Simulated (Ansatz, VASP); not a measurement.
Two plane-wave programs on WSe2

```
W Se
1.0
     3.31794    0.00000    0.00000
    -1.65897    2.87342    0.00000
     0.00000    0.00000   16.65814
W Se
1 2
Direct
  0.00000 0.00000 0.00000
  0.34684 0.62975 0.09979
  0.34684 0.62975 0.90021
```

Change from the starting cell: all Se atoms moved +0.150 Å, as atom 2 along Cartesian [1 -1 0].

Alike in both runs: task single point; functional PBEsol; k mesh 12 × 12 × 2; occupations gaussian, width 0.05 eV; no spin polarisation.

|  | VASP | Ansatz |
| --- | --- | --- |
| version | VASP 6.6.1 | Ansatz 0.2.0 |
| potentials or method | VASP PAW PBE potentials, release 64 (W_sv, Se), cutoff 520 eV | scalar-relativistic, plane waves, PAW |
| valence electrons in the cell | 26 | 46 |

|  | VASP | Ansatz | Ansatz less VASP |
| --- | --- | --- | --- |
| gap on the k mesh at the Fermi level (eV) | 1.49 | 1.50 | +0.004 |
| least direct gap on the mesh (eV) | 1.49 | 1.50 | +0.004 |
| rms of the force components (eV/Å) | 1.076 | 1.069 | -0.0064 |

VASP's potentials were made for PBE, not for PBEsol. Atom by atom the forces differ by 0.028 eV/Å (rms over components). The functional is the same, so the differences come from potentials, cutoffs and numerics. VASP's potentials hold 26 valence electrons a cell and Ansatz's 46, so a difference there can come from the potentials and not from the codes.

Spin-orbit coupling is off throughout.
